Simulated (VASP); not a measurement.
A run of VASP 6.6.1 is set up as follows.

POSCAR

```
Co
1.0
    1.8880756888     -3.1999381528      0.0000000000
    1.8880756888      3.1999381528      0.0000000000
    0.0000000000      0.0000000000      3.7811743028
Co
4
Direct
    0.1525000000      0.8475000000      0.0785000000
    0.6525000000      0.3475000000      0.4215000000
    0.8475000000      0.1525000000      0.9215000000
    0.3475000000      0.6525000000      0.5785000000
```

The input INCAR.step1:

```
SYSTEM = Co
ALGO = Normal
EDIFF = 1E-5
ENCUT = 660
GGA = PE
GGA_COMPAT = .FALSE.
ISMEAR = 0
ISPIN = 2
LASPH = .TRUE.
LCHARG = .FALSE.
LMAXMIX = 4
LREAL = .FALSE.
LWAVE = .TRUE.
MAGMOM = 3 3 3 3
NBANDS = 46
NELM = 200
PREC = Accurate
SIGMA = 0.1
```

The input INCAR.step2:

```
SYSTEM = Co
ALGO = Normal
EDIFF = 1E-6
ENCUT = 660
GGA_COMPAT = .FALSE.
ISIF = 2
ISMEAR = 0
ISPIN = 2
ISTART = 1
LASPH = .TRUE.
LCHARG = .TRUE.
LELF = .TRUE.
LMAXMIX = 4
LMIXTAU = .TRUE.
LORBIT = 11
LREAL = .FALSE.
LVHAR = .TRUE.
LWAVE = .FALSE.
MAGMOM = 3 3 3 3
METAGGA = R2SCAN
NBANDS = 46
NELM = 200
PREC = Accurate
SIGMA = 0.1
```

KPOINTS

```
k-points
0
G
  6 6 6
  0 0 0
```

Potentials or basis: VASP PAW PBE potentials, release 64 (Co_sv).

The run is started by

```bash
$ cat potpaw_PBE.64/Co_sv/POTCAR > POTCAR
$ cp INCAR.step1 INCAR
$ mpirun -np 1 vasp_std > vasp.out
$ cp INCAR.step2 INCAR
$ mpirun -np 1 vasp_std > vasp.out
```

**Question.** Predict the largest force.

**Answer.** 0.997 eV/Å.

**Question.** What does it give for the site moments?

**Answer.** Co +1.89 μB.

Forces in eV/Å, atoms in the order of the input:
```
Co   0.000 -0.997  0.017
Co   0.000 -0.997 -0.017
Co   0.000  0.997 -0.017
Co   0.000  0.997  0.017
```

Caveat: the PAW data sets were made with another functional, which shifts forces and pressure a little.
